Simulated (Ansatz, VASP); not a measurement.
# Two plane-wave programs on ZrN

File INCAR:

```
SYSTEM = ZrN
  PREC = Accurate
  ENCUT = 600
  EDIFF = 1E-6
  ISMEAR = 0
  SIGMA = 0.1
  LREAL = .FALSE.
  LASPH = .TRUE.
  NELM = 120
  ALGO = Normal
  ISIF = 2
  LWAVE = .FALSE.
  LCHARG = .FALSE.
  GGA = RE
  NBANDS = 16
  GGA_COMPAT = .FALSE.
```

The input KPOINTS:

```
regular mesh
0
G
  8 8 8
  0 0 0
```

POSCAR

```
ZrN
1.0
    0.0000000000      2.2942655869      2.2942655869
    2.2942655869      0.0000000000      2.2942655869
    2.2942655869      2.2942655869      0.0000000000
Zr N
1 1
Direct
    1.1880000000      1.2250000000      0.7630000000
    0.6880000000      0.7250000000      0.2630000000
```

Input for Ansatz:

```yaml
crystal:
  lattice:
    - [0.0, 2.2942655869, 2.2942655869]
    - [2.2942655869, 0.0, 2.2942655869]
    - [2.2942655869, 2.2942655869, 0.0]
  atoms:
    - { symbol: Zr, position: [1.188, 1.225, 0.763] }
    - { symbol: "N", position: [0.688, 0.725, 0.263] }
basis:
  ecutwfc: 420
kpoints:
  mp_grid: { grid: [8, 8, 8] }
hamiltonian:
  xc: revpbe
scf:
  occupations: { method: gaussian, width: 0.1 }
output:
  forces: true
  stress: true
  eigenvalues: true
```

Alike in both runs: task single point; functional revPBE; k mesh 8 × 8 × 8; occupations gaussian, width 0.1 eV; no spin polarisation.

|  | VASP | Ansatz |
| --- | --- | --- |
| version | VASP 6.6.1 | Ansatz 0.2.0 |
| potentials or method | VASP PAW PBE potentials, release 64 (Zr_sv, N), cutoff 600 eV | scalar-relativistic, plane waves, PAW |
| valence electrons in the cell | 17 | 17 |

Ansatz gave:

- gap on the k mesh at the Fermi level (eV): none
- pressure (GPa): 4.0

**Question.** Estimate VASP's values.

**Answer.** gap on the k mesh at the Fermi level (eV): none; pressure (GPa): 4.2.

VASP's potentials were made for PBE, not for revPBE. A gap of «none» marks a metal or a gap that the smearing closes. With one functional, cell and mesh, what is left measures potentials, basis and numerics.
